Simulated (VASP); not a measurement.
Crystal: Ga.

```
Ga
1.0
     5.01193    0.00000    0.00000
    -2.50597    4.34046    0.00000
     0.00000    0.00000    3.07253
Ga
3
Cartesian
  0.0000 0.0000 0.0000
  0.0000 2.8936 1.5363
  2.5060 1.4468 1.5363
```

| Property | Result |
| --- | --- |
| Program | VASP 6.6.1 |
| Task | relaxation of cell and atoms |
| Functional | PBEsol |
| Potentials or basis | VASP PAW PBE potentials, release 64 (Ga_d) |
| Cutoff | 600 eV |
| k mesh | 6 × 6 × 6 |
| Occupations | gaussian, width 0.1 eV |
| Spin | no spin polarisation |

At the start: pressure -7.5 GPa; volume 22.28 Å³/atom.

Question: Where does the relaxation end?

Answer: Over 6 steps the energy falls by 127.6 meV/atom and the volume is 17.95 Å³/atom (-19.4 %); space group P6/mmm (No. 191, to 0.05 Å).

The path:
```
step  energy change (eV)  largest force (eV/Å)  pressure (GPa)  volume (Å³)
   1              0.0000                0.0000           -7.52        66.84
   2             -0.3477                0.0000           -3.11        57.22
   3             -0.3811                0.0000           -0.05        54.11
   4             -0.3811                0.0000            0.26        53.87
   5             -0.3828                0.0000            0.23        53.86
   6             -0.3829                0.0000            0.23        53.86
```

Final structure:
```cif
data_structure
_symmetry_space_group_name_H-M 'P 1'
_symmetry_Int_Tables_number 1
_cell_length_a 4.6969
_cell_length_b 4.6969
_cell_length_c 2.8190
_cell_angle_alpha 90.000
_cell_angle_beta 90.000
_cell_angle_gamma 120.000
_cell_volume 53.86
loop_
_atom_site_label
_atom_site_type_symbol
_atom_site_fract_x
_atom_site_fract_y
_atom_site_fract_z
_atom_site_occupancy
Ga1 Ga 0.00000 0.00000 0.00000 1
Ga2 Ga 0.33333 0.66667 0.50000 1
Ga3 Ga 0.66667 0.33333 0.50000 1
```

Caveat: the volume moved by over 15 % at a fixed basis, so the end points are rough; the PAW data sets were made with another functional, which shifts forces and pressure a little.
